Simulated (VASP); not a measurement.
# Bi (Fm-3m) in VASP: notebook

The runs below take Bi through single point, with LDA.

Everything below comes from runs of VASP 6.6.1. Logs are shortened: lines on timing, memory, paths and dates and some standing lists are left out, and cuts for length are marked.

### Step 1. The cell of the first run

The structure is cubic, space group Fm-3m (No. 225). The conventional cell has a = 4.738 Å, b = 4.738 Å, c = 4.738 Å, α = 90.00°, β = 90.00°, γ = 90.00°. Within 4.4 Å of Bi (site symmetry m-3m) lie 12 Bi at 3.35 Å.

### Step 2. Single point, LDA (volume scaled by 0.9)

The input, INCAR:

```
PREC     = Accurate       # precision mode
ENCUT    = 500            # plane-wave cutoff, eV
EDIFF    = 1E-6           # SCF threshold, eV
ISMEAR   = -1             # smearing method
SIGMA    = 0.1            # smearing width, eV
LREAL    = False          # projectors in reciprocal space
LASPH    = True           # aspherical terms in the spheres
NELM     = 120            # most SCF steps
ALGO     = Normal         # electronic algorithm
ISIF     = 2              # what is computed and relaxed
LWAVE    = False          # write WAVECAR
LCHARG   = False          # write CHGCAR
NBANDS   = 14             # bands
GGA_COMPAT= False
```

The input, KPOINTS:

```
Automatic mesh
0
Gamma
  14 14 14
```

The input, POSCAR:

```
Bi
1.0
    0.0000000000      2.3691826531      2.3691826531
    2.3691826531      0.0000000000      2.3691826531
    2.3691826531      2.3691826531      0.0000000000
Bi
1
Direct
    0.0000000000      0.0000000000      0.0000000000
```

Potentials or basis: VASP PAW LDA potentials, release 64 (Bi_d).

Run with:

```
$ cat potpaw_LDA.64/Bi_d/POTCAR > POTCAR
$ mpirun -np 1 vasp_std > vasp.out
```

OUTCAR:

```text
PREC = Accurate
   ENCUT = 500
   EDIFF = 1E-6
   ISMEAR = -1
   LREAL = False
   LASPH = True
   NELM = 120
   ISIF = 2

 ion  position               nearest neighbor table
   1  0.000  0.000  0.000-

  LATTYP: Found a face centered cubic cell.
 ALAT       =     4.7383653062

  Lattice vectors:

 A1 = (   0.0000000000,   2.3691826531,   2.3691826531)
 A2 = (   2.3691826531,   0.0000000000,   2.3691826531)
 A3 = (   2.3691826531,   2.3691826531,   0.0000000000)

Analysis of symmetry for initial positions (statically):
=====================================================================
 Subroutine PRICEL returns:
 Original cell was already a primitive cell.

 Routine SETGRP: Setting up the symmetry group for a
 face centered cubic supercell.

 Subroutine GETGRP returns: Found 48 space group operations
 (whereof 48 operations were pure point group operations)
 out of a pool of 48 trial point group operations.

The static configuration has the point symmetry O_h .

Analysis of symmetry for dynamics (positions and initial velocities):
=====================================================================
 Subroutine PRICEL returns:
 Original cell was already a primitive cell.

 Routine SETGRP: Setting up the symmetry group for a
 face centered cubic supercell.

 Subroutine GETGRP returns: Found 48 space group operations
 (whereof 48 operations were pure point group operations)
 out of a pool of 48 trial point group operations.

The dynamic configuration has the point symmetry O_h .

 Subroutine INISYM returns: Found 48 space group operations
 (whereof 48 operations are pure point group operations),
 and found     1 'primitive' translations

----------------------------------------------------------------------------------------

                                     Primitive cell

  volume of cell :      26.5966

  direct lattice vectors                    reciprocal lattice vectors
     0.000000000  2.369182653  2.369182653    -0.211043247  0.211043247  0.211043247
     2.369182653  0.000000000  2.369182653     0.211043247 -0.211043247  0.211043247
     2.369182653  2.369182653  0.000000000     0.211043247  0.211043247 -0.211043247

  length of vectors
     3.350530240  3.350530240  3.350530240     0.365537627  0.365537627  0.365537627

  position of ions in fractional coordinates (direct lattice)
     0.000000000  0.000000000  0.000000000

  ion indices of the primitive-cell ions
   primitive index   ion index
                 1           1

----------------------------------------------------------------------------------------

 KPOINTS: Automatic mesh

Automatic generation of k-mesh.
 Grid dimensions read from file:
 generate k-points for:   14   14   14

 Generating k-lattice:

  Cartesian coordinates                     Fractional coordinates (reciprocal lattice)
    -0.015074518  0.015074518  0.015074518     0.071428571  0.000000000  0.000000000
     0.015074518 -0.015074518  0.015074518     0.000000000  0.071428571  0.000000000
     0.015074518  0.015074518 -0.015074518     0.000000000  0.000000000  0.071428571

  Length of vectors
     0.026109830  0.026109830  0.026109830

  Shift w.r.t. Gamma in fractional coordinates (k-lattice)
     0.000000000  0.000000000  0.000000000

 Subroutine IBZKPT returns following result:
 ===========================================

 Found    104 irreducible k-points:

 Following reciprocal coordinates:
            Coordinates               Weight
  0.000000  0.000000  0.000000      1.000000
  0.071429  0.000000  0.000000      8.000000
  0.142857  0.000000  0.000000      8.000000
  0.214286  0.000000  0.000000      8.000000
  0.285714  0.000000  0.000000      8.000000
  0.357143  0.000000  0.000000      8.000000
[... 16 lines left out ...]
  0.214286  0.142857  0.000000     24.000000
  0.285714  0.142857  0.000000     24.000000
 [... further k-points ...]
   k-points           NKPTS =    104   k-points in BZ     NKDIM =    104   number of bands    NBANDS=     14
   number of dos      NEDOS =    301   number of ions     NIONS =      1
   total plane-waves  NPLWV =  13824
   dimension x,y,z NGX =    24 NGY =   24 NGZ =   24
   dimension x,y,z NGXF=    48 NGYF=   48 NGZF=   48
   ions per type =               1
   NGX,Y,Z   is equivalent  to a cutoff of  11.91, 11.91, 11.91 a.u.
   NGXF,Y,Z  is equivalent  to a cutoff of  23.82, 23.82, 23.82 a.u.
 SYSTEM =  unknown system
   PREC   = accura    normal or accurate (medium, high low for compatibility)
   ISTART =      0    job   : 0-new  1-cont  2-samecut
   ICHARG =      2    charge: 1-file 2-atom 10-const
   ISPIN  =      1    spin polarized calculation?
   LNONCOLLINEAR =      F non collinear calculations
   LSORBIT =      F    spin-orbit coupling
   LASPH  =      T    aspherical Exc in radial PAW
   ENCUT  =  500.0 eV  36.75 Ry    6.06 a.u.   6.11  6.11  6.11*2*pi/ulx,y,z
   NELM   =    120;   NELMIN=  2; NELMDL= -5     # of ELM steps
   EDIFF  = 0.1E-05   stopping-criterion for ELM
   LREAL  =      F    real-space projection
   EDIFFG = 0.1E-04   stopping-criterion for IOM
   NSW    =      0    number of steps for IOM
   IBRION =     -1    ionic relax: 0-MD 1-quasi-New 2-CG
   NFREE  =      0    steps in history (QN), initial steepest desc. (CG)
   ISIF   =      2    stress and relaxation
   ISYM   =      2    0-nonsym 1-usesym 2-fastsym
   POTIM  = 0.5000    time-step for ionic-motion
   TEBEG  =    0.0;   TEEND  =   0.0 temperature during run
   PSTRESS=    0.0 pullay stress
   NELECT =      15.0000    total number of electrons
   NUPDOWN=      -1.0000    fix difference up-down
   EMIN   =  10.00;   EMAX   =-10.00  energy-range for DOS
   EFERMI =   0.00;   METHOD = LEGACY
   ISMEAR =    -1;   SIGMA  =   0.10  broadening in eV -4-tet -1-fermi 0-gaus
   EFERMI_NEDOS =   21; number of points for ismear=-14 and -15
   IALGO  =     38    algorithm
   IMIX   =      4    mixing-type and parameters
     AMIX     =   0.40;   BMIX     =  1.00
     AMIX_MAG =   1.60;   BMIX_MAG =  1.00
  volume/ion in A,a.u.               =      26.60       179.48
  Fermi-wavevector in a.u.,A,eV,Ry     =   1.352581  2.556008 24.891534  1.829476
  Thomas-Fermi vector in A             =   2.479908
   LORBIT       =      0    0 simple, 1 ext, 2 COOP (PROOUT), +10 PAW based schemes
   GGA     = CA    functional components
   LHFCALC =     F    Hartree Fock is set to
   AEXX    =    0.0000 exact exchange contribution
   IVDW    =     0    specifies the selected vdW correction
   LEPSILON=     F    determine dielectric tensor
   LRPA    =     F    only Hartree local field effects (RPA)
 non-spin polarized calculation
  energy-cutoff  :      500.00
  volume of cell :       26.60
 maximum number of plane-waves:       692
   NGX = 13   NGY = 13   NGZ = 13

 number of electron      15.0000003 magnetization

 Free energy of the ion-electron system (eV)
  ---------------------------------------------------
  ext. energy  EPLUGINS =         0.00000000
  ---------------------------------------------------
  free energy    TOTEN  =        -4.33934119 eV

  energy without entropy =       -4.31168723  energy(sigma->0) =       -4.32551421

 E-fermi :   9.9290     XC(G=0): -11.2993

 val. band max:        9.9157537493   @ k =  -0.3571   0.2143   0.0714
 cond. band min:       9.9430434712   @ k =  -0.4286   0.4286   0.0714
 fundamental gap:      0.0272897220
 Fermi energy:         9.9289884883

 k-point     1 :       0.0000    0.0000    0.0000
  band No.  band energies     occupation
      1     -13.3070      2.00000
      2     -13.3070      2.00000
      3     -13.3070      2.00000
      4     -13.1824      2.00000
      5     -13.1824      2.00000
      6      -4.9529      2.00000
      7      15.8773      0.00000
      8      15.8773      0.00000
      9      15.8773      0.00000
     10      18.8471      0.00000
     11      20.7844      0.00000
     12      21.6166      0.00000
     13      21.6166      0.00000
     14      21.6166      0.00000

 k-point     2 :       0.0714    0.0000    0.0000
  band No.  band energies     occupation
      1     -13.3065      2.00000
      2     -13.3003      2.00000
      3     -13.3003      2.00000
      4     -13.1827      2.00000
      5     -13.1827      2.00000
      6      -4.8471      2.00000
      7      14.6541      0.00000
      8      15.7454      0.00000
      9      15.7454      0.00000
     10      18.5816      0.00000
     11      21.2836      0.00000
     12      21.8445      0.00000
     13      21.8445      0.00000
     14      22.9392      0.00000

 k-point     3 :       0.1429    0.0000    0.0000
  band No.  band energies     occupation
      1     -13.3054      2.00000
      2     -13.2851      2.00000
      3     -13.2851      2.00000
      4     -13.1797      2.00000
      5     -13.1797      2.00000
      6      -4.5305      2.00000
      7      12.3516      0.00000
      8      15.4081      0.00000
      9      15.4081      0.00000
     10      18.2733      0.00000
     11      22.1046      0.00000
     12      22.3598      0.00000
     13      22.3598      0.00000
     14      22.4358      0.00000
[... 324 lines left out ...]
 k-point    23 :       0.2143    0.1429    0.0000
  band No.  band energies     occupation
      1     -13.3398      2.00000
      2     -13.2418      2.00000
      3     -13.2361      2.00000
      4     -13.2131      2.00000
      5     -13.1470      2.00000
      6      -4.0053      2.00000
      7      11.4956      0.00000
      8      13.4866      0.00000
      9      13.8185      0.00000
     10      17.5308      0.00000
     11      18.7416      0.00000
     12      23.4738      0.00000
     13      24.4193      0.00000
     14      24.5088      0.00000

 k-point    24 :       0.2857    0.1429    0.0000
  band No.  band energies     occupation
      1     -13.3380      2.00000
      2     -13.2513      2.00000
      3     -13.2288      2.00000
      4     -13.1885      2.00000
      5     -13.1195      2.00000
      6      -3.4219      2.00000
      7       9.3191      1.99552
      8      13.0393      0.00000
      9      13.3028      0.00000
     10      17.4105      0.00000
     11      19.0704      0.00000
     12      22.9975      0.00000
     13      23.7766      0.00000
     14      23.7888      0.00000

 [... further k-points ...]

------------------------ aborting loop because EDIFF is reached ----------------------------------------

  FORCE on cell =-STRESS in cart. coord.  units (eV):
  Direction    XX          YY          ZZ          XY          YZ          ZX
  --------------------------------------------------------------------------------------
  -------------------------------------------------------------------------------------
  Total        1.4063836      1.4063836      1.4063836     -0.0000000     -0.0000000      0.0000000
  in kB       84.7205482     84.7205482     84.7205482     -0.0000000     -0.0000000      0.0000000
  external PRESSURE =      84.7205482 kB  Pullay stress =       0.0000000 kB

 VOLUME and BASIS-vectors are now :
 -----------------------------------------------------------------------------
  energy-cutoff  :      500.00
  volume of cell :       26.60
      direct lattice vectors                 reciprocal lattice vectors
     0.000000000  2.369182653  2.369182653    -0.211043247  0.211043247  0.211043247
     2.369182653  0.000000000  2.369182653     0.211043247 -0.211043247  0.211043247
     2.369182653  2.369182653  0.000000000     0.211043247  0.211043247 -0.211043247

 POSITION                                       TOTAL-FORCE (eV/Angst)
 -----------------------------------------------------------------------------------
      0.00000      0.00000      0.00000        -0.000000     -0.000000     -0.000000
 -----------------------------------------------------------------------------------
    total drift:                               -0.000000      0.000000      0.000000

  FREE ENERGIE OF THE ION-ELECTRON SYSTEM (eV)
  ---------------------------------------------------
  free  energy   TOTEN  =        -4.3393411882 eV

  energy  without entropy=       -4.3116872278  energy(sigma->0) =       -4.32551421
```

Run time: 8.4 s. Hardware: 1 thread of Intel Xeon 6975P-C (Granite Rapids), shared host; peak memory 0.15 GiB.

Results:

* Free energy: -4.3393 eV
* Pressure: 8.5 GPa

Levels at points of the mesh, in eV from the Fermi level:
```csv
k point,band 3,band 4,band 5,band 6,band 7,band 8,band 9,band 10,band 11,band 12
"(0.00, 0.00, 0.00)",-23.24,-23.11,-23.11,-14.88,5.95,5.95,5.95,8.92,10.86,11.69
"(0.50, 0.00, 0.00)",-23.22,-22.99,-22.99,-11.13,-6.35,3.97,3.97,8.46,8.52,10.40
"(0.50, 0.50, 0.00)",-23.00,-22.96,-22.96,-9.64,-5.39,0.27,0.27,4.24,5.45,17.51
```

Caveat: spin-orbit coupling is left out, which moves the levels of the heavy elements.

(Part 1 of 2 ends here.)
